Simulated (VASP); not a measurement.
Write the native input for VASP 6.6.1 that does the following.

```
Task                   : relaxation of cell and atoms
Functional             : PBE
Potentials or basis    : VASP PAW PBE potentials, release 64 (Ti_sv, O)
Cutoff                 : 600 eV
k mesh                 : 8 × 8 × 8
Occupations            : fermi-dirac, width 0.02 eV
Spin                   : no spin polarisation
Dipole correction      : no
Further INCAR settings : ALGO = Normal; EDIFF = 1e-06; IBRION = 2; EDIFFG = -0.005; NSW = 80; ISIF = 3
```

The structure of TiO2 lies in POSCAR:

```
TiO2
1.0
   -1.8921000000      1.8921000000      4.7573000000
    1.8921000000     -1.8921000000      4.7573000000
    1.8921000000      1.8921000000     -4.7573000000
Ti O
2 4
Direct
    0.0000000000      0.0000000000      0.0000000000
    0.7500000000      0.2500000000      0.5000000000
    0.2081000000      0.2081000000      0.0000000000
    0.9581000000      0.4581000000      0.5000000000
    0.5419000000      0.0419000000      0.5000000000
    0.7919000000      0.7919000000      0.0000000000
```

One way to write it, as run:

INCAR

```
  PREC = Accurate
  ENCUT = 600
  EDIFF = 1E-6
  ISMEAR = -1
  SIGMA = 0.02
  LREAL = F
  LASPH = T
  NELM = 100
  ALGO = Normal
  ISIF = 3
  LWAVE = F
  LCHARG = F
  GGA = PE
  IBRION = 2
  NSW = 80
  EDIFFG = -0.005
```

KPOINTS

```
Automatic mesh
0
Gamma
  8 8 8
```

Potentials or basis: VASP PAW PBE potentials, release 64 (Ti_sv, O).

Run with:

```bash
$ cat potpaw_PBE.64/Ti_sv/POTCAR potpaw_PBE.64/O/POTCAR > POTCAR
$ mpirun -np 1 vasp_std > vasp.out
```

Results of the run:

```json
{"Relaxed volume": "11.69 Å³/atom", "Relaxed cell": "a = 5.547 Å, b = 5.547 Å, c = 5.547 Å, α = 139.91°, β = 139.91°, γ = 57.99°", "Space group after relaxing (to 0.1 Å)": "I4_1/amd (No. 141)", "Energy gained by relaxing": "5.7 meV/atom", "Ionic steps": "14", "Pressure after relaxing": "0.0 GPa", "Band gap on the k mesh": "2.13 eV (least direct gap 2.40 eV)"}
```

It took 38 min on 1 thread of Intel(R) Xeon(R) Platinum 8259CL CPU @ 2.50GHz (Skylake/Cascade Lake) (shared host), peak memory 0.41 GiB.
